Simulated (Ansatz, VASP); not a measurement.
## Re in VASP and in Ansatz

Contents of POSCAR:

```
Re
1.0
    2.7598270443      0.0000000000      0.0000000000
   -1.3799135221      2.3900803304      0.0000000000
    0.0000000000      0.0000000000      4.4572270891
Re
2
Direct
    0.3333333333      0.6666666667      0.2500000000
    0.6666666667      0.3333333333      0.7500000000
```

Contents of INCAR.step1:

```
PREC = Accurate
ENCUT = 520
ISMEAR = -1
SIGMA = 1.0
LREAL = F
LASPH = T
NELM = 60
NBANDS = 14
GGA = PE
ALGO = Normal
EDIFF = 1E-4
LWAVE = T
LCHARG = F
```

INCAR.step2

```
PREC = Accurate
ENCUT = 520
EDIFF = 1E-6
ISMEAR = -1
SIGMA = 1.0
LREAL = F
LASPH = T
NELM = 60
ALGO = Normal
ISIF = 2
LWAVE = F
LCHARG = F
METAGGA = R2SCAN
LMIXTAU = T
NBANDS = 14
ISTART = 1
```

Contents of KPOINTS:

```
Automatic mesh
0
Gamma
  13 13 7
```

Input for Ansatz:

```yaml
crystal:
  lattice:
    - [2.7598270443, 0.0, 0.0]
    - [-1.3799135221, 2.3900803304, 0.0]
    - [0.0, 0.0, 4.4572270891]
  atoms:
    - { symbol: Re, position: [0.3333333333, 0.6666666667, 0.25] }
    - { symbol: Re, position: [0.6666666667, 0.3333333333, 0.75] }
hamiltonian:
  xc: r2scan
  pseudopotentials:
    kind: paw
    azcp:
      Re: "pseudopotentials/Re.paw.azcp"
basis:
  ecutwfc: 500
  fft_grid_basis: typed
kpoints:
  mp_grid: { grid: [13, 13, 7], shift: [0, 0, 0] }
magnetization:
  spin_polarized: false
scf:
  occupations: { method: fermi_dirac, width: 1.0 }
  lower_state_search: "off"
output:
  stress: true
  write_density: true
  write_potential: true
  elf: true
  volumetric_format: npy
```

Alike in both runs: task single point; functional r2SCAN; k mesh 13 × 13 × 7; occupations fermi-dirac, width 1 eV; no spin polarisation.

|  | VASP | Ansatz |
| --- | --- | --- |
| version | VASP 6.6.1 | Ansatz 0.2.0 |
| potentials or method | VASP PAW PBE potentials, release 64 (Re), cutoff 520 eV | plane waves (500 eV) with PAW, scalar-relativistic |
| valence electrons in the cell | 14 | 30 |

|  | VASP | Ansatz | Ansatz less VASP |
| --- | --- | --- | --- |
| pressure (GPa) | 19.4 | 18.5 | -0.86 |
| traceless stress, the component that is largest in VASP (GPa) | -0.88 | -0.90 | -0.019 |

VASP's potentials were made for PBE, not for r2SCAN. The functional is the same, so the differences come from potentials, cutoffs and numerics. VASP's potentials hold 14 valence electrons a cell and Ansatz's 30, so a difference there can come from the potentials and not from the codes.

Spin-orbit coupling is off throughout.
